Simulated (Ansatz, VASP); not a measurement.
# ZrCu: VASP beside Ansatz

```
CELL_PARAMETERS angstrom
2.58164 0.00000 0.00000
0.00000 2.58164 0.00000
0.00000 0.00000 2.58164
ATOMIC_POSITIONS crystal
Zr 0.50000 0.50000 0.50000
Cu 0.00000 0.00000 0.00000
```

Change from the starting cell: volume scaled by 0.5, PAW files.

Alike in both runs: task single point; functional LDA; k mesh 11 × 11 × 11; occupations fermi-dirac, width 0.05 eV; no spin polarisation.

```csv
,VASP,Ansatz
version,VASP 6.6.1,Ansatz 0.2.0
potentials or method,"VASP PAW LDA potentials, release 64 (Zr_sv, Cu)","PAW with Ansatz's default frozen-core files, scalar-relativistic"
plane-wave cutoff (eV),520,420
valence electrons in the cell,23,31
```

```tsv
	VASP	Ansatz	Ansatz less VASP
pressure (GPa)	325.8	322.8	-2.96
```

LDA's correlation is that of Perdew and Zunger in VASP and of Perdew and Wang (1992) in Ansatz. Both programs put the cell under a high pressure, so it lies far from rest at this level. VASP's potentials hold 23 valence electrons a cell and Ansatz's 31, so a difference there can come from the potentials and not from the codes.

Noted on VASP's run: the cell as given lies far from equilibrium.
